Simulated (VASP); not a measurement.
Wanted: the native input for a VASP 6.6.1 run.

| Property | Result |
| --- | --- |
| Task | single point |
| Functional | r2SCAN |
| Potentials or basis | VASP PAW PBE potentials, release 64 (Ti_sv, H) |
| Cutoff | 520 eV |
| k mesh | 12 × 12 × 6 |
| Occupations | gaussian, width 0.1 eV |
| Spin | no spin polarisation |
| Dipole correction | no |
| Further INCAR settings | ALGO = Normal; EDIFF = 1e-07; NBANDS = 27 |

Crystal: Ti3H2.

```
Ti H
1.0
     2.92994    0.00000    0.00000
    -1.46497    2.53740    0.00000
     0.00000    0.00000    7.23310
Ti H
3 2
Cartesian
  0.0000 0.0000 0.0000
  0.0000 1.6916 4.7743
  1.4650 0.8458 2.4588
  0.0000 1.6916 1.1972
  1.4650 0.8458 6.0359
```

These files were run (other wordings do the same):

POSCAR

```
Ti3H2
1.0
    2.9299376353      0.0000000000      0.0000000000
   -1.4649688176      2.5374004237      0.0000000000
    0.0000000000      0.0000000000      7.2331002193
Ti H
3 2
Direct
    0.0000000000      0.0000000000      0.0000000000
    0.3333333333      0.6666666667      0.6600641693
    0.6666666667      0.3333333333      0.3399358307
    0.3333333333      0.6666666667      0.1655176375
    0.6666666667      0.3333333333      0.8344823625
```

INCAR.step1

```
PREC = Accurate
ENCUT = 520
ISMEAR = 0
SIGMA = 0.1
LREAL = False
LASPH = True
NELM = 80
NBANDS = 27
GGA = PE
ALGO = Normal
EDIFF = 1E-4
LWAVE = True
LCHARG = False
```

INCAR.step2

```
PREC = Accurate
ENCUT = 520
EDIFF = 1E-7
ISMEAR = 0
SIGMA = 0.1
LREAL = False
LASPH = True
NELM = 80
ALGO = Normal
ISIF = 2
LWAVE = False
LCHARG = False
METAGGA = R2SCAN
LMIXTAU = True
NBANDS = 27
ISTART = 1
```

KPOINTS

```
Automatic mesh
0
Gamma
  12 12 6
```

Potentials or basis: VASP PAW PBE potentials, release 64 (Ti_sv, H).

Run with:

```console
$ cat potpaw_PBE.64/Ti_sv/POTCAR potpaw_PBE.64/H/POTCAR > POTCAR
$ cp INCAR.step1 INCAR
$ mpirun -np 1 vasp_std > vasp.out
$ cp INCAR.step2 INCAR
$ mpirun -np 1 vasp_std > vasp.out
```

Results of the run:

| Property | Result |
| --- | --- |
| Pressure | 0.6 GPa |
| Largest force | 0.012 eV/Å |
| Band gap on the k mesh | zero (bands 19 and 20 overlap by 1.08 eV) |

Caveat: the PAW data sets were made with another functional, which shifts forces and pressure a little.

It took 8.7 min on 1 thread of AMD EPYC 9R45 96-Core Processor (Zen 5), on a shared host, peak memory 0.23 GiB.
